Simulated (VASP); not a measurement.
InP: relaxation of cell and atoms with PBEsol

The system is InP.

```
In P
1.0
     0.00000    2.93909    2.93909
     2.93909    0.00000    2.93909
     2.93909    2.93909    0.00000
In P
1 1
Direct
  0.00000 0.00000 0.00000
  0.75000 0.75000 0.75000
```

```json
{
  "Program": "VASP 6.6.1",
  "Task": "relaxation of cell and atoms",
  "Functional": "PBEsol",
  "Potentials or basis": "VASP PAW PBE potentials, release 64 (In_d, P)",
  "Cutoff": "600 eV",
  "k mesh": "10 × 10 × 10",
  "Occupations": "gaussian, width 0.01 eV",
  "Spin": "no spin polarisation",
  "Target pressure": "5 GPa",
  "Dipole correction": "no",
  "Further INCAR settings": "ALGO = Normal; EDIFF = 1e-06; IBRION = 2; EDIFFG = -0.001; NSW = 80; ISIF = 3"
}
```

```
Relaxed volume                                             : 23.81 Å³/atom
Relaxed cell                                               : a = 4.069 Å, b = 4.069 Å, c = 4.069 Å, α = 60.00°, β = 60.00°, γ = 60.00°
Space group after relaxing (to 0.1 Å)                      : F-43m (No. 216)
Energy change on relaxing (the run minimises the enthalpy) : +23.3 meV/atom
Ionic steps                                                : 8
Pressure after relaxing                                    : 5.0 GPa
Band gap on the k mesh                                     : 0.91 eV
```

Step by step:
```csv
step,energy change (eV),largest force (eV/Å),pressure (GPa),volume (Å³)
1,0.0000,0.0000,0.02,50.78
2,0.1595,0.0000,10.19,45.20
3,0.0461,0.0000,4.97,47.64
4,0.0480,0.0000,5.10,47.58
5,0.0451,0.0000,4.91,47.67
6,0.0468,0.0000,5.02,47.62
7,0.0464,0.0000,4.99,47.63
8,0.0465,0.0000,5.00,47.62
```

Final structure:
```
CELL_PARAMETERS angstrom
0.00000 2.87696 2.87696
2.87696 0.00000 2.87696
2.87696 2.87696 0.00000
ATOMIC_POSITIONS crystal
In 0.00000 0.00000 0.00000
P 0.75000 0.75000 0.75000
```

Levels at points of the mesh, in eV from the valence-band top:
| k point | band 5 | band 6 | band 7 | band 8 | band 9 | band 10 | band 11 | band 12 | band 13 |
| --- | --- | --- | --- | --- | --- | --- | --- | --- | --- |
| (0.00, 0.00, 0.00) | -14.09 | -11.95 | 0.00 | 0.00 | 0.00 | 0.91 | 4.01 | 4.01 | 4.01 |
| (0.50, 0.00, 0.00) | -14.08 | -10.00 | -6.11 | -1.07 | -1.07 | 1.53 | 4.73 | 4.73 | 7.04 |
| (0.50, 0.50, 0.00) | -14.05 | -9.27 | -6.07 | -2.55 | -2.55 | 1.53 | 2.15 | 9.45 | 9.90 |

It took 4 min on 1 thread of Intel Xeon 8259CL (shared host), peak memory 0.23 GiB.

Caveat: the cell is relaxed towards a set pressure, so the run minimises the enthalpy, not the energy; the PAW data sets were made with another functional, which shifts forces and pressure a little; spin-orbit coupling is left out, which moves the levels of the heavy elements.
